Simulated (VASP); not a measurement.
**Ca: single point with PBE**

Ca:

```xyz
1
Lattice="0.0000 2.7942 2.7942 2.7663 0.0000 2.7942 2.7663 2.7942 0.0000" Properties=species:S:1:pos:R:3 pbc="T T T"
Ca    0.0000    0.0000    0.0000
```

- Program: VASP 6.6.1
- Task: single point
- Functional: PBE
- Potentials or basis: VASP PAW PBE potentials, release 64 (Ca_sv)
- Cutoff: 520 eV
- k mesh: 8 × 8 × 8
- Occupations: fermi-dirac, width 0.05 eV
- Spin: no spin polarisation
- Dipole correction: no
- Further INCAR settings: ALGO = Fast; EDIFF = 1e-06; NBANDS = 11

The pressure is -0.4 GPa. The band gap on the k mesh is zero (bands 5 and 6 overlap by 0.39 eV).

Levels at points of the mesh, in eV from the Fermi level:
| k point | band 3 | band 4 | band 5 | band 6 | band 7 | band 8 |
| --- | --- | --- | --- | --- | --- | --- |
| (0.00, 0.00, 0.00) | -22.94 | -22.94 | -3.94 | 2.34 | 2.34 | 2.38 |
| (0.50, 0.00, 0.00) | -22.96 | -22.96 | -0.93 | -0.14 | 2.21 | 2.27 |
| (0.50, 0.50, 0.00) | -22.99 | -22.99 | -0.40 | 0.64 | 0.93 | 4.05 |
| (0.00, 0.50, 0.50) | -22.99 | -22.99 | -0.37 | 0.62 | 1.03 | 4.05 |

It took 24 s on 1 thread of Intel(R) Xeon(R) Platinum 8488C (Sapphire Rapids), with other jobs on the host, peak memory 0.17 GiB.
